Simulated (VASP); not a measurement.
Here is a VASP 6.6.1 calculation.

INCAR

```
SYSTEM = CrO2
ALGO = Normal
EDIFF = 1E-6
ENCUT = 520
GGA = PS
ISIF = 2
ISMEAR = 0
ISPIN = 2
LASPH = .TRUE.
LCHARG = .FALSE.
LMAXMIX = 4
LORBIT = 11
LREAL = .FALSE.
LWAVE = .FALSE.
MAGMOM = 1.87 0 0
NBANDS = 23
NELM = 150
PREC = Accurate
SIGMA = 0.05
```

Contents of KPOINTS:

```
k-points
0
G
  12 12 6
  0 0 0
```

Contents of POSCAR:

```
CrO2
1.0
    2.8545416562      0.0000000000      0.0000000000
   -1.4272708281      2.4721055904      0.0000000000
    0.0000000000      0.0000000000      4.6841441579
Cr O
1 2
Direct
    0.0000000000      0.0000000000      0.0000000000
    0.3333333333      0.6666666667      0.2018136892
    0.6666666667      0.3333333333      0.7981863108
```

Potentials or basis: VASP PAW PBE potentials, release 64 (Cr_pv, O).

Run with:

```bash
$ cat potpaw_PBE.64/Cr_pv/POTCAR potpaw_PBE.64/O/POTCAR > POTCAR
$ mpirun -np 1 vasp_std > vasp.out
```

Q: Estimate the band gap on the k mesh.

A: Zero (filled and empty bands overlap).

Q: What does it give for the site moments?

A: Cr +2.03; O -0.05 μB.

Q: Estimate the net moment.

A: 2.00 μB per cell.

Stress tensor (GPa, compression positive):
```
1.28 0.00 0.00
0.00 1.28 0.00
0.00 0.00 0.67
```

Caveat: an empty level that is flat over the whole mesh can mark a ghost state of the potentials, or a narrow d or f band; the PAW data sets were made with another functional, which shifts forces and pressure a little; a cell with one magnetic atom can't hold antiferromagnetic order, which such compounds often take; semilocal functionals often make such compounds metallic where correlation or magnetic order opens a gap, which also shifts bond lengths. With open d or f shells a metallic result of PBEsol can be an artefact of self-interaction; +U or a hybrid may open a gap.
